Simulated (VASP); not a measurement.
Write the native input for VASP 6.6.1 that does the following.

- Task: single point
- Functional: LDA
- Potentials or basis: VASP PAW LDA potentials, release 64 (Tl_d, Br)
- Cutoff: 500 eV
- k mesh: 8 × 8 × 8
- Occupations: tetrahedron
- Spin: non-collinear spin, zero start, spin-orbit coupling
- Starting moments: [[0.0, 0.0, 0.0], [0.0, 0.0, 0.0]] μB
- Dipole correction: no
- Further INCAR settings: ALGO = Normal; EDIFF = 1e-06; NBANDS = 32

The structure of TlBr lies in POSCAR:

```
TlBr
1.0
    3.9700000000      0.0000000000      0.0000000000
    0.0000000000      3.9700000000      0.0000000000
    0.0000000000      0.0000000000      3.9700000000
Tl Br
1 1
Direct
    0.0000000000      0.0000000000      0.0000000000
    0.5000000000      0.5000000000      0.5000000000
```

These files were run (other wordings do the same):

INCAR

```
ALGO = Normal
EDIFF = 1E-6
ENCUT = 500
GGA = CA
GGA_COMPAT = F
ISIF = 2
ISMEAR = -5
LASPH = T
LCHARG = F
LORBIT = 11
LORBMOM = T
LREAL = F
LSORBIT = T
LWAVE = F
MAGMOM = 0 0 0 0 0 0
NBANDS = 32
NELM = 200
PREC = Accurate
SIGMA = 0.1
```

KPOINTS

```
k-points
0
Gamma
  8 8 8
```

Potentials or basis: VASP PAW LDA potentials, release 64 (Tl_d, Br).

Command:

```sh
$ cat potpaw_LDA.64/Tl_d/POTCAR potpaw_LDA.64/Br/POTCAR > POTCAR
$ mpirun -np 1 vasp_ncl > vasp.out
```

Results of the run:

- Pressure: -2.7 GPa
- Net moment: 0.00 μB per cell
- Valence electrons inside the program's atomic spheres: Tl 11.10; Br 4.82

Wall time 100 s on 1 thread of Intel(R) Xeon(R) Platinum 8488C (Sapphire Rapids), on a shared host, peak memory 0.28 GiB.
